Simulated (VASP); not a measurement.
Runs of VASP 6.6.1 on ZrB2. The structure is that of space group P6/mmm (No. 191), or close to it. The cells are those of the table. 

| task | level | cell | cutoff (eV) | gap on the mesh (eV) | pressure (GPa) |
| --- | --- | --- | --- | --- | --- |
| single point | revPBE | a = 3.196, b = 3.196, c = 3.569 Å, angles 90.0, 90.0, 120.0°, 3 atoms | 520 | none | -2.7 |
| single point | r2SCAN+rVV10 | a = 3.126, b = 3.126, c = 3.485 Å, angles 90.0, 90.0, 120.0°, 3 atoms | 520 | none | 11.2 |
| single point | PBEsol+D3(BJ) | a = 3.113, b = 3.113, c = 3.443 Å, angles 90.0, 90.0, 120.0°, 3 atoms | 520 | none | 6.0 |
| single point | PBEsol+D3(BJ) | a = 3.111, b = 3.111, c = 3.438 Å, angles 90.0, 90.0, 120.0°, 3 atoms | 520 | none | (b) |
| single point | PBE+D4 | a = 3.146, b = 3.146, c = 3.480 Å, angles 90.0, 90.0, 120.0°, 3 atoms | 520 | none | 2.5 |
| single point | PBEsol+D3(BJ) | a = 3.153, b = 3.153, c = 3.495 Å, angles 90.0, 90.0, 120.0°, 3 atoms | 520 | none | (a) |
| relaxation of shape and atoms at fixed volume | PBE+D4 | relaxed from a = 3.134, b = 3.134, c = 3.469 Å, angles 90.0, 90.0, 120.0°, 3 atoms | 600 | none | 5.4 |
| single point | PBEsol+D3(BJ) | a = 3.093, b = 3.093, c = 3.418 Å, angles 90.0, 90.0, 120.0°, 3 atoms | 520 | none | 12.1 |

Alike in all rows: potentials or basis VASP PAW PBE potentials, release 64 (Zr_sv, B); no spin polarisation; k mesh 8 × 8 × 8; smearing gaussian 0.05 eV.

Q: Fill in the values left out.

A: (a) -4.6; (b) 6.8.

Caveats: the PAW data sets were made with another functional, which shifts forces and pressure a little (some runs); pairwise dispersion overbinds metals, which lowers pressure and volume (some runs).

A k mesh can miss the band edges, and the runs leave out spin-orbit coupling on Zr.

A gap of «none» marks levels without a gap at the run's occupations.
